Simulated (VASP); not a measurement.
Os:

```
Os
1.0
     2.73410    0.00000    0.00000
    -1.36705    2.36780    0.00000
     0.00000    0.00000    4.31970
Os
2
Direct
  0.33333 0.66667 0.25000
  0.66667 0.33333 0.75000
```

```yaml
Program: VASP 6.6.1
Task: relaxation of volume and atoms at fixed shape
Functional: LDA
Potentials_or_basis: VASP PAW LDA potentials, release 64 (Os)
Cutoff: 600 eV
k_mesh: 7 × 7 × 4
Occupations: fermi-dirac, width 0.1 eV
Spin: no spin polarisation
```

At the start: pressure -6.8 GPa; volume 13.98 Å³/atom.

Q: How do energy, volume and symmetry change on relaxing?

A: Over 4 steps the energy falls by 4.6 meV/atom and the volume is 13.77 Å³/atom (-1.5 %); space group P6_3/mmc (No. 194, to 0.1 Å) before and after.

The path:
```tsv
step	energy change (eV)	largest force (eV/Å)	pressure (GPa)	volume (Å³)
1	0.0000	0.0000	-6.81	27.96
2	0.2057	0.0000	38.76	25.63
3	-0.0093	0.0000	-0.24	27.55
4	-0.0093	0.0000	-0.03	27.54
```

Final structure:
```cif
data_structure
_symmetry_space_group_name_H-M 'P 1'
_symmetry_Int_Tables_number 1
_cell_length_a 2.7200
_cell_length_b 2.7200
_cell_length_c 4.2975
_cell_angle_alpha 90.000
_cell_angle_beta 90.000
_cell_angle_gamma 120.000
_cell_volume 27.54
loop_
_atom_site_label
_atom_site_type_symbol
_atom_site_fract_x
_atom_site_fract_y
_atom_site_fract_z
_atom_site_occupancy
Os1 Os 0.33333 0.66667 0.25000 1
Os2 Os 0.66667 0.33333 0.75000 1
```

Caveat: the k points lie up to 0.38 Å⁻¹ apart in the final cell, too coarse for converged energies and pressures of a metal.
